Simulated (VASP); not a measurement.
A run of VASP 6.6.1:

Contents of INCAR:

```
  PREC = Accurate
  ENCUT = 600
  EDIFF = 1E-6
  ISMEAR = 0
  SIGMA = 0.02
  LREAL = F
  LASPH = T
  NELM = 120
  ALGO = Normal
  ISIF = 2
  LWAVE = F
  LCHARG = F
  GGA = PS
  NBANDS = 28
  GGA_COMPAT = F
```

File KPOINTS:

```
Automatic mesh
0
Gamma
  8 8 8
```

The input POSCAR:

```
BaTiO3
1.0
    3.9701864740      0.0000000000      0.0000000000
    0.0000000000      3.9701864740      0.0000000000
    0.0000000000      0.0000000000      3.9701864740
Ba O Ti
1 3 1
Direct
    0.0000000000      0.0000000000      0.0000000000
    0.5000000000      0.5000000000      0.0000000000
    0.0000000000      0.5000000000      0.5000000000
    0.5000000000      0.0000000000      0.5000000000
    0.5000000000      0.5000000000      0.5000000000
```

Potentials or basis: VASP PAW PBE potentials, release 64 (Ba_sv, O, Ti_sv).

Command:

```console
$ cat potpaw_PBE.64/Ba_sv/POTCAR potpaw_PBE.64/O/POTCAR potpaw_PBE.64/Ti_sv/POTCAR > POTCAR
$ mpirun -np 1 vasp_std > vasp.out
```

Hardware: 1 thread of AMD EPYC 9R45 96-Core Processor (Zen 5) (shared host).

How long does it take, and how much memory?

It took 37 s on 1 thread of AMD EPYC 9R45 96-Core Processor (Zen 5) (shared host), peak memory 0.2 GiB. Counts: scf iterations 17, k points 35.
